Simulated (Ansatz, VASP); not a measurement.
**Two plane-wave programs on LaTaO**

```
CELL_PARAMETERS angstrom
4.55308 0.00000 0.00000
0.00000 4.55308 0.00000
0.00000 0.00000 5.98982
ATOMIC_POSITIONS crystal
La 0.00000 0.00000 0.00000
La 0.50000 0.50000 0.00000
Ta 0.50000 0.00000 0.53403
Ta 0.00000 0.50000 0.46597
O 0.50000 0.00000 0.86306
O 0.00000 0.50000 0.13694
```

Change from the starting cell: species swapped into the MnAlGe type (P4/nmm, No. 129).

Alike in both runs: functional PBE; k mesh 8 × 8 × 6; occupations gaussian, width 0.1 eV; no spin polarisation.

Ansatz relaxed the structure, and its values are those at the end. VASP's run is a single point on that final structure, the one shown.

|  | VASP | Ansatz |
| --- | --- | --- |
| version | VASP 6.6.1 | Ansatz 0.2.0 |
| potentials or method | VASP PAW PBE potentials, release 64 (La, Ta_pv, O), cutoff 520 eV | scalar-relativistic, plane waves, PAW |
| valence electrons in the cell | 56 | 60 |

```csv
,VASP,Ansatz,Ansatz less VASP
gap on the k mesh at the Fermi level (eV),none,none,-
pressure (GPa),-0.1,0.0,+0.07
rms of the force components (eV/Å),0.046,0.000,-0.0461
```

A gap of «none» marks a metal or a gap that the smearing closes. VASP's potentials hold 56 valence electrons a cell and Ansatz's 60, so a difference there can come from the potentials and not from the codes.

Spin-orbit coupling is off throughout.
